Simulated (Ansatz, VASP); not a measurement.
## One calculation of Al, two programs

Contents of INCAR:

```
SYSTEM = Al
PREC     = Accurate       ! precision mode
ENCUT    = 520            ! plane-wave cutoff, eV
EDIFF    = 1E-6           ! SCF threshold, eV
ISMEAR   = -1             ! smearing method
SIGMA    = 0.05           ! smearing width, eV
LREAL    = .FALSE.        ! projectors in reciprocal space
LASPH    = .TRUE.         ! aspherical terms in the spheres
NELM     = 100            ! most SCF steps
ALGO     = Normal         ! electronic algorithm
ISIF     = 2              ! what is computed and relaxed
LWAVE    = .FALSE.        ! write WAVECAR
LCHARG   = .TRUE.         ! write CHGCAR
GGA      = PE             ! functional
LELF     = .TRUE.         ! ELF
LVHAR    = .TRUE.       
NBANDS   = 8              ! bands
```

Contents of KPOINTS:

```
Automatic mesh
0
G
  14 14 14
  0 0 0
```

Contents of POSCAR:

```
Al
1.0
    0.0000000000      2.0442198000      2.0239800000
    2.0442198000      0.0000000000      2.0239800000
    2.0442198000      2.0442198000      0.0000000000
Al
1
Direct
    0.0000000000      0.0000000000      0.0000000000
```

Input for Ansatz:

```yaml
crystal:
  lattice:
    - [0.0, 2.0442198, 2.02398]
    - [2.0442198, 0.0, 2.02398]
    - [2.0442198, 2.0442198, 0.0]
  atoms:
    - { symbol: Al, position: [0.0, 0.0, 0.0] }
kpoints:
  mp_grid: { grid: [14, 14, 14] }
  band_path:
    path:
      - [0.0, 0.0, 0.0]
      - [0.0, 0.5, 0.5]
      - [0.25, 0.75, 0.5]
      - [0.0, 0.5, 0.0]
      - [0.0, 0.0, 0.0]
      - [0.5, 0.5, 0.0]
      - [0.3775125, 0.6224875, 0.0]
      - [-0.3775125, 0.3775125, 0.0]
      - [0.0, 0.0, 0.0]
    npoints: 5
scf:
  occupations: { method: fermi_dirac, width: 0.05 }
hamiltonian:
  xc: pbe
  pseudopotentials: { kind: all_electron, lapw: { basis_error: 0.001 } }
output:
  forces: true
  stress: true
  eigenvalues: true
```

Change from the starting cell: equal xx and yy strain of +1 %.

Alike in both runs: task single point; functional PBE; k mesh 14 × 14 × 14; occupations fermi-dirac, width 0.05 eV; no spin polarisation.

|  | VASP | Ansatz |
| --- | --- | --- |
| version | VASP 6.6.1 | Ansatz 0.2.0 |
| potentials or method | VASP PAW PBE potentials, release 64 (Al), cutoff 520 eV | all-electron LAPW, scalar-relativistic |

|  | VASP | Ansatz | Ansatz less VASP |
| --- | --- | --- | --- |
| pressure (GPa) | -2.0 | -2.0 | +0.04 |
| traceless stress, the component that is largest in VASP (GPa) | 0.21 | 0.21 | +0.001 |

Ansatz ran all-electron here, and VASP with PAW potentials.
